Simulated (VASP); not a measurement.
# NbP: single point with PBE

Crystal: NbP.

```
Nb P
1.0
     0.00000    2.51303    2.51303
     2.51303    0.00000    2.51303
     2.51303    2.51303    0.00000
Nb P
1 1
Direct
  0.00000 0.00000 0.00000
  0.50000 0.50000 0.50000
```

| Item | Value |
| --- | --- |
| Program | VASP 6.6.1 |
| Task | single point |
| Functional | PBE |
| Potentials or basis | VASP PAW PBE potentials, release 64 (Nb_sv, P) |
| Cutoff | 500 eV |
| k mesh | 6 × 6 × 6 |
| Occupations | fermi-dirac, width 0.0454 eV |
| Spin | no spin polarisation |

```yaml
Pressure: 5.3 GPa
Band_gap_on_the_k_mesh: zero (band 9 reaches 12.56 eV, above the bottom of band 10 at 10.33 eV)
```

Levels at points of the mesh, in eV from the Fermi level:
| k point | band 6 | band 7 | band 8 | band 9 | band 10 | band 11 | band 12 | band 13 |
| --- | --- | --- | --- | --- | --- | --- | --- | --- |
| (0.00, 0.00, 0.00) | -1.86 | -1.86 | -1.86 | -1.29 | -1.29 | -0.41 | -0.41 | -0.41 |
| (0.50, 0.00, 0.00) | -7.42 | -4.86 | -4.86 | 0.94 | 0.94 | 2.00 | 3.15 | 6.53 |
| (0.50, 0.50, 0.00) | -5.08 | -3.93 | -2.15 | -2.15 | -0.13 | 1.72 | 1.72 | 2.81 |

Run time: 6.5 s on 1 thread of Intel(R) Xeon(R) Platinum 8559C (Emerald Rapids) (shared host), peak memory 0.15 GiB.

Caveat: the k points lie up to 0.36 Å⁻¹ apart.
